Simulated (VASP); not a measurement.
# Ge2Sb2Te5 (P-3m1) in VASP: a series of runs

The runs below take Ge2Sb2Te5 through single point, with PBE.

All numbers are computed with VASP 6.6.1; they aren't measurements. Logs are shortened: lines on timing, memory, paths and dates and some standing lists are left out, and cuts for length are marked.

## Step 1: The cell of the first run

The structure is trigonal, space group P-3m1 (No. 164). The conventional cell has a = 4.294 Å, b = 4.294 Å, c = 17.101 Å, α = 90.00°, β = 90.00°, γ = 120.00°. Ge (site symmetry 3m) has 6 Te at 3.00 to 3.04 Å within 3.9 Å. Within 4.0 Å of Sb (site symmetry 3m) lie 6 Te at 3.01 to 3.20 Å. Te (site symmetry -3m) has 6 Ge at 3.04 Å within 4.0 Å. Te (site symmetry 3m) has 3 Ge at 3.00 Å and 3 Sb at 3.20 Å within 3.9 Å. Te (site symmetry 3m) has 3 Sb at 3.01 Å and 3 Te at 3.70 Å within 4.0 Å.

## Step 2: Single point, PBE

Contents of INCAR:

```
SYSTEM = Ge2Sb2Te5
PREC     = Accurate       ! precision mode
ENCUT    = 520            ! plane-wave cutoff, eV
EDIFF    = 1E-6           ! SCF threshold, eV
ISMEAR   = 0              ! smearing method
SIGMA    = 0.1            ! smearing width, eV
LREAL    = .False.        ! projectors in reciprocal space
LASPH    = .True.         ! aspherical terms in the spheres
NELM     = 80             ! most SCF steps
ALGO     = Normal         ! electronic algorithm
ISIF     = 2              ! what is computed and relaxed
LWAVE    = .False.        ! write WAVECAR
LCHARG   = .False.        ! write CHGCAR
GGA      = PE             ! functional
NBANDS   = 44             ! bands
```

Contents of KPOINTS:

```
Automatic mesh
0
Gamma
  6 6 1
  0 0 0
```

Contents of POSCAR:

```
Ge2Sb2Te5
1.0
    4.2940644248      0.0000000000      0.0000000000
   -2.1470322124      3.7187688774      0.0000000000
    0.0000000000      0.0000000000     17.1013460000
Ge Sb Te
2 2 5
Direct
    0.3333333300      0.6666666700      0.8971050000
    0.6666666700      0.3333333300      0.1028950000
    0.0000000000      0.0000000000      0.6799320000
    0.0000000000      0.0000000000      0.3200680000
    0.0000000000      0.0000000000      0.0000000000
    0.6666666700      0.3333333300      0.7984580000
    0.3333333300      0.6666666700      0.2015420000
    0.3333333300      0.6666666700      0.5801080000
    0.6666666700      0.3333333300      0.4198920000
```

Potentials or basis: VASP PAW PBE potentials, release 64 (Ge_d, Sb, Te).

On the command line:

```bash
cat potpaw_PBE.64/Ge_d/POTCAR potpaw_PBE.64/Sb/POTCAR potpaw_PBE.64/Te/POTCAR > POTCAR
mpirun -np 1 vasp_std > vasp.out
```

OUTCAR:

```text
SYSTEM = Ge2Sb2Te5
   PREC = Accurate
   ENCUT = 520
   EDIFF = 1E-6
   ISMEAR = 0
   LREAL = .False.
   LASPH = .True.
   NELM = 80
   ISIF = 2
   GGA = PE

 ion  position               nearest neighbor table
   1  0.333  0.667  0.897-   6 3.00   6 3.00   6 3.00   5 3.04   5 3.04   5 3.04
   2  0.667  0.333  0.103-   7 3.00   7 3.00   7 3.00   5 3.04   5 3.04   5 3.04
   3  0.000  0.000  0.680-   8 3.01   8 3.01   8 3.01   6 3.20   6 3.20   6 3.20
   4  0.000  0.000  0.320-   9 3.01   9 3.01   9 3.01   7 3.20   7 3.20   7 3.20
   5  0.000  0.000  0.000-   1 3.04   2 3.04   2 3.04   1 3.04   2 3.04   1 3.04
   6  0.667  0.333  0.798-   1 3.00   1 3.00   1 3.00   3 3.20   3 3.20   3 3.20
   7  0.333  0.667  0.202-   2 3.00   2 3.00   2 3.00   4 3.20   4 3.20   4 3.20
   8  0.333  0.667  0.580-   3 3.01   3 3.01   3 3.01
   9  0.667  0.333  0.420-   4 3.01   4 3.01   4 3.01

  LATTYP: Found a hexagonal cell.
 ALAT       =     4.2940644248
 C/A-ratio  =     3.9825545936

  Lattice vectors:

 A1 = (   4.2940644248,   0.0000000000,   0.0000000000)
 A2 = (  -2.1470322124,   3.7187688774,   0.0000000000)
 A3 = (   0.0000000000,   0.0000000000,  17.1013460000)

Analysis of symmetry for initial positions (statically):
=====================================================================
 Subroutine PRICEL returns:
 Original cell was already a primitive cell.

 Routine SETGRP: Setting up the symmetry group for a
 hexagonal supercell.

 Subroutine GETGRP returns: Found 12 space group operations
 (whereof 12 operations were pure point group operations)
 out of a pool of 24 trial point group operations.

The static configuration has the point symmetry D_3d.

Analysis of symmetry for dynamics (positions and initial velocities):
=====================================================================
 Subroutine PRICEL returns:
 Original cell was already a primitive cell.

 Routine SETGRP: Setting up the symmetry group for a
 hexagonal supercell.

 Subroutine GETGRP returns: Found 12 space group operations
 (whereof 12 operations were pure point group operations)
 out of a pool of 24 trial point group operations.

The dynamic configuration has the point symmetry D_3d.

 Subroutine INISYM returns: Found 12 space group operations
 (whereof 12 operations are pure point group operations),
 and found     1 'primitive' translations

----------------------------------------------------------------------------------------

                                     Primitive cell

  volume of cell :     273.0851

  direct lattice vectors                    reciprocal lattice vectors
     4.294064425  0.000000000  0.000000000     0.232879599  0.134453099  0.000000000
    -2.147032212  3.718768877  0.000000000     0.000000000  0.268906198  0.000000000
     0.000000000  0.000000000 17.101346000     0.000000000  0.000000000  0.058474929

  length of vectors
     4.294064425  4.294064425 17.101346000     0.268906198  0.268906198  0.058474929

  position of ions in fractional coordinates (direct lattice)
     0.333333330  0.666666670  0.897105000
     0.666666670  0.333333330  0.102895000
     0.000000000  0.000000000  0.679932000
     0.000000000  0.000000000  0.320068000
     0.000000000  0.000000000  0.000000000
     0.666666670  0.333333330  0.798458000
     0.333333330  0.666666670  0.201542000
     0.333333330  0.666666670  0.580108000
     0.666666670  0.333333330  0.419892000

  ion indices of the primitive-cell ions
   primitive index   ion index
                 1           1
                 2           2
                 3           3
                 4           4
                 5           5
                 6           6
                 7           7
                 8           8
                 9           9

----------------------------------------------------------------------------------------

 KPOINTS: Automatic mesh

Automatic generation of k-mesh.
 Grid dimensions read from file:
 generate k-points for:    6    6    1

 Generating k-lattice:

  Cartesian coordinates                     Fractional coordinates (reciprocal lattice)
     0.038813266  0.022408850  0.000000000     0.166666667  0.000000000  0.000000000
     0.000000000  0.044817700  0.000000000     0.000000000  0.166666667  0.000000000
     0.000000000  0.000000000  0.058474929     0.000000000  0.000000000  1.000000000

  Length of vectors
     0.044817700  0.044817700  0.058474929

  Shift w.r.t. Gamma in fractional coordinates (k-lattice)
     0.000000000  0.000000000  0.000000000

 Subroutine IBZKPT returns following result:
 ===========================================

 Found      7 irreducible k-points:

 Following reciprocal coordinates:
            Coordinates               Weight
  0.000000  0.000000  0.000000      1.000000
  0.166667  0.000000  0.000000      6.000000
  0.333333  0.000000  0.000000      6.000000
  0.500000  0.000000  0.000000      3.000000
  0.166667  0.166667  0.000000      6.000000
  0.333333  0.166667  0.000000     12.000000
  0.333333  0.333333  0.000000      2.000000
   k-points           NKPTS =      7   k-points in BZ     NKDIM =      7   number of bands    NBANDS=     44
   number of dos      NEDOS =    301   number of ions     NIONS =      9
   total plane-waves  NPLWV = 131072
   dimension x,y,z NGX =    32 NGY =   32 NGZ =  128
   dimension x,y,z NGXF=    64 NGYF=   64 NGZF=  256
   ions per type =               2   2   5
   NGX,Y,Z   is equivalent  to a cutoff of  12.39, 12.39, 12.44 a.u.
   NGXF,Y,Z  is equivalent  to a cutoff of  24.78, 24.78, 24.89 a.u.
 SYSTEM =  Ge2Sb2Te5
   PREC   = accura    normal or accurate (medium, high low for compatibility)
   ISTART =      0    job   : 0-new  1-cont  2-samecut
   ICHARG =      2    charge: 1-file 2-atom 10-const
   ISPIN  =      1    spin polarized calculation?
   LNONCOLLINEAR =      F non collinear calculations
   LSORBIT =      F    spin-orbit coupling
   LASPH  =      T    aspherical Exc in radial PAW
   ENCUT  =  520.0 eV  38.22 Ry    6.18 a.u.   7.98  7.98 31.80*2*pi/ulx,y,z
   NELM   =     80;   NELMIN=  2; NELMDL= -5     # of ELM steps
   EDIFF  = 0.1E-05   stopping-criterion for ELM
   LREAL  =      F    real-space projection
   EDIFFG = 0.1E-04   stopping-criterion for IOM
   NSW    =      0    number of steps for IOM
   IBRION =     -1    ionic relax: 0-MD 1-quasi-New 2-CG
   NFREE  =      0    steps in history (QN), initial steepest desc. (CG)
   ISIF   =      2    stress and relaxation
   ISYM   =      2    0-nonsym 1-usesym 2-fastsym
   POTIM  = 0.5000    time-step for ionic-motion
   TEBEG  =    0.0;   TEEND  =   0.0 temperature during run
   PSTRESS=    0.0 pullay stress
   NELECT =      68.0000    total number of electrons
   NUPDOWN=      -1.0000    fix difference up-down
   EMIN   =  10.00;   EMAX   =-10.00  energy-range for DOS
   EFERMI =   0.00;   METHOD = LEGACY
   ISMEAR =     0;   SIGMA  =   0.10  broadening in eV -4-tet -1-fermi 0-gaus
   EFERMI_NEDOS =   21; number of points for ismear=-14 and -15
   IALGO  =     38    algorithm
   IMIX   =      4    mixing-type and parameters
     AMIX     =   0.40;   BMIX     =  1.00
     AMIX_MAG =   1.60;   BMIX_MAG =  1.00
  volume/ion in A,a.u.               =      30.34       204.76
  Fermi-wavevector in a.u.,A,eV,Ry     =   1.029940  1.946304 14.432730  1.060776
  Thomas-Fermi vector in A             =   2.164013
   LORBIT       =      0    0 simple, 1 ext, 2 COOP (PROOUT), +10 PAW based schemes
   GGA     = PE    functional components
   LHFCALC =     F    Hartree Fock is set to
   AEXX    =    0.0000 exact exchange contribution
   IVDW    =     0    specifies the selected vdW correction
   LEPSILON=     F    determine dielectric tensor
   LRPA    =     F    only Hartree local field effects (RPA)
 non-spin polarized calculation
 Gauss-broadening in eV      SIGMA  =   0.10
  energy-cutoff  :      520.00
  volume of cell :      273.09
 maximum number of plane-waves:      7390
 NGX is ok and might be reduce to    32
   NGX = 15   NGY = 15   NGZ = 63

 number of electron      67.9999999 magnetization

 Free energy of the ion-electron system (eV)
  ---------------------------------------------------
  ext. energy  EPLUGINS =         0.00000000
  ---------------------------------------------------
  free energy    TOTEN  =       -33.99529123 eV

  energy without entropy =      -33.99453542  energy(sigma->0) =      -33.99491333

 E-fermi :   6.3523     XC(G=0):  -9.4270

 val. band max:        6.2297548657   @ k =   0.0000   0.0000   0.0000
 cond. band min:       6.4989695063   @ k =   0.0000   0.0000   0.0000
 fundamental gap:      0.2692146406
 Fermi energy:         6.3522664805

 k-point     1 :       0.0000    0.0000    0.0000
  band No.  band energies     occupation
      1     -18.7515      2.00000
      2     -18.7515      2.00000
      3     -18.7508      2.00000
      4     -18.7508      2.00000
      5     -18.7466      2.00000
      6     -18.7464      2.00000
[... 36 lines left out ...]
     43       7.8694      0.00000
     44       8.9351      0.00000

 k-point     2 :       0.1667    0.0000    0.0000
  band No.  band energies     occupation
      1     -18.7521      2.00000
      2     -18.7513      2.00000
      3     -18.7512      2.00000
      4     -18.7506      2.00000
      5     -18.7466      2.00000
      6     -18.7463      2.00000
[... 36 lines left out ...]
     43       8.9193      0.00000
     44       9.2772      0.00000

 k-point     3 :       0.3333    0.0000    0.0000
  band No.  band energies     occupation
      1     -18.7533      2.00000
      2     -18.7521      2.00000
      3     -18.7511      2.00000
      4     -18.7501      2.00000
      5     -18.7469      2.00000
      6     -18.7460      2.00000
[... 177 lines left out ...]
     43       9.7164      0.00000
     44      10.2559      0.00000

 k-point     7 :       0.3333    0.3333    0.0000
  band No.  band energies     occupation
      1     -18.7528      2.00000
      2     -18.7520      2.00000
      3     -18.7520      2.00000
      4     -18.7508      2.00000
      5     -18.7457      2.00000
      6     -18.7457      2.00000
[... 36 lines left out ...]
     43       9.8426      0.00000
     44      11.2997      0.00000

------------------------ aborting loop because EDIFF is reached ----------------------------------------

  FORCE on cell =-STRESS in cart. coord.  units (eV):
  Direction    XX          YY          ZZ          XY          YZ          ZX
  --------------------------------------------------------------------------------------
  -------------------------------------------------------------------------------------
  Total        0.3375032      0.3375032      0.4568414     -0.0000000      0.0000000     -0.0000000
  in kB        1.9801150      1.9801150      2.6802669     -0.0000000      0.0000000     -0.0000000
  external PRESSURE =       2.2134990 kB  Pullay stress =       0.0000000 kB

 VOLUME and BASIS-vectors are now :
 -----------------------------------------------------------------------------
  energy-cutoff  :      520.00
  volume of cell :      273.09
      direct lattice vectors                 reciprocal lattice vectors
     4.294064425  0.000000000  0.000000000     0.232879599  0.134453099  0.000000000
    -2.147032212  3.718768877  0.000000000     0.000000000  0.268906198  0.000000000
     0.000000000  0.000000000 17.101346000     0.000000000  0.000000000  0.058474929

 POSITION                                       TOTAL-FORCE (eV/Angst)
 -----------------------------------------------------------------------------------
     -0.00000      2.47918     15.34170         0.000000     -0.000000      0.056762
      2.14703      1.23959      1.75964        -0.000000      0.000000     -0.056762
      0.00000      0.00000     11.62775        -0.000000      0.000000      0.071037
      0.00000      0.00000      5.47359        -0.000000      0.000000     -0.071037
      0.00000      0.00000      0.00000        -0.000000      0.000000      0.000000
      2.14703      1.23959     13.65471         0.000000      0.000000      0.072949
     -0.00000      2.47918      3.44664         0.000000     -0.000000     -0.072949
     -0.00000      2.47918      9.92063        -0.000000      0.000000      0.035432
      2.14703      1.23959      7.18072        -0.000000      0.000000     -0.035432
 -----------------------------------------------------------------------------------
    total drift:                               -0.000000      0.000000      0.000000

  FREE ENERGIE OF THE ION-ELECTRON SYSTEM (eV)
  ---------------------------------------------------
  free  energy   TOTEN  =       -33.9952912312 eV

  energy  without entropy=      -33.9945354222  energy(sigma->0) =      -33.99491333
```

Run time: 6.4 min. Hardware: 1 thread of Intel Xeon 8259CL, shared host; peak memory 0.38 GiB.

What came out:

```
Free energy            : -33.9953 eV
Pressure               : 0.2 GPa
Largest force          : 0.073 eV/Å
Band gap on the k mesh : 0.27 eV
```

Forces on the atoms (eV/Å):
```
Ge   0.000  0.000  0.057
Ge   0.000  0.000 -0.057
Sb   0.000  0.000  0.071
Sb   0.000  0.000 -0.071
Te   0.000  0.000  0.000
Te   0.000  0.000  0.073
Te   0.000  0.000 -0.073
Te   0.000  0.000  0.035
Te   0.000  0.000 -0.035
```

Caveat: spin-orbit coupling is left out, which moves the levels of the heavy elements; an odd mesh through Γ misses points on the zone boundary, where band edges can lie.

## Step 3: Single point, PBE

This run uses another cell than the first one, of 31.28 Å³/atom.

Contents of INCAR:

```
PREC = Accurate
ENCUT = 520
EDIFF = 1E-6
ISMEAR = 0
SIGMA = 0.01
LREAL = False
LASPH = True
NELM = 60
ALGO = Normal
ISIF = 2
LWAVE = False
LCHARG = False
GGA = PE
NBANDS = 44
```

Contents of KPOINTS:

```
regular mesh
0
Gamma
  9 9 2
```

Contents of POSCAR:

```
Ge2Sb2Te5
1.0
    4.2933874390      0.0000000000      0.0000000000
   -2.1466937195      3.7181825905      0.0000000000
    0.0000000000      0.0000000000     17.6337939426
Ge Sb Te
2 2 5
Direct
    0.3333333333      0.6666666667      0.9017876810
    0.6666666667      0.3333333333      0.0982123190
    0.0000000000      0.0000000000      0.6905814509
    0.0000000000      0.0000000000      0.3094185491
    0.0000000000      0.0000000000      0.0000000000
    0.6666666667      0.3333333333      0.8059107346
    0.3333333333      0.6666666667      0.1940892654
    0.3333333333      0.6666666667      0.5935882349
    0.6666666667      0.3333333333      0.4064117651
```

Potentials or basis: VASP PAW PBE potentials, release 64 (Ge_d, Sb, Te).

On the command line:

```bash
cat potpaw_PBE.64/Ge_d/POTCAR potpaw_PBE.64/Sb/POTCAR potpaw_PBE.64/Te/POTCAR > POTCAR
mpirun -np 1 vasp_std > vasp.out
```

Wall time 13 min (1 thread of Intel Xeon 8259CL, shared host); peak memory 0.54 GiB.

Results (log left out):

- Free energy: -33.9984 eV
- Pressure: -0.2 GPa
- Largest force: 0.017 eV/Å
- Band gap on the k mesh: 0.58 eV

Forces on the atoms (eV/Å):
```
Ge   0.000  0.000 -0.007
Ge   0.000  0.000  0.007
Sb   0.000  0.000  0.017
Sb   0.000  0.000 -0.017
Te   0.000  0.000  0.000
Te   0.000  0.000 -0.011
Te   0.000  0.000  0.011
Te   0.000  0.000 -0.013
Te   0.000  0.000  0.013
```

Levels at points of the mesh, in eV from the valence-band top:
```
           k point  band 32  band 33  band 34  band 35  band 36  band 37
(0.00, 0.00, 0.00)    -0.85    -0.58     0.00     0.58     0.62     0.62
(0.00, 0.00, 0.50)    -1.07    -0.42    -0.10     0.68     0.71     0.71
```

Caveat: spin-orbit coupling is left out, which moves the levels of the heavy elements; an odd mesh through Γ misses points on the zone boundary, where band edges can lie; this functional lacks dispersion, which binds the layers, so the pressure and a relaxed spacing across them are unreliable.

(Continued in part 2 of 2.)
